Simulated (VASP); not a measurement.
Sn:

```
Sn
1.0
     0.00000    3.28405    3.28405
     3.28405    0.00000    3.28405
     3.28405    3.28405    0.00000
Sn
2
Direct
  0.50000 0.50000 0.50000
  0.75000 0.75000 0.75000
```

Base run:

```yaml
Program: VASP 6.6.1
Functional: r2SCAN
Potentials_or_basis: VASP PAW PBE potentials, release 64 (Sn_d)
Cutoff: 520 eV
k_mesh: 5 × 5 × 5
Occupations: fermi-dirac, width 0.1 eV
Spin: no spin polarisation
```

Its results: band gap on the k mesh zero (filled and empty bands touch); pressure 0.1 GPa.

Question: After a change of settings the same cell gave: band gap on the k mesh zero (filled and empty bands touch); pressure 7.8 GPa. Which change was it?
A. k mesh from 5 × 5 × 5 to 8 × 8 × 8; further incar settings from ALGO = Normal; EDIFF = 1e-06; NBANDS = 21 to ALGO = Normal; EDIFF = 1e-07; NBANDS = 21
B. k mesh from 5 × 5 × 5 to 8 × 8 × 8
C. k mesh from 5 × 5 × 5 to 2 × 2 × 2
D. k mesh from 5 × 5 × 5 to 3 × 3 × 3

Answer: C.

Caveats: some runs use coarse meshes; the PAW data sets were made with another functional, which shifts forces and pressure a little; spin-orbit coupling is left out, which moves the levels of the heavy elements.
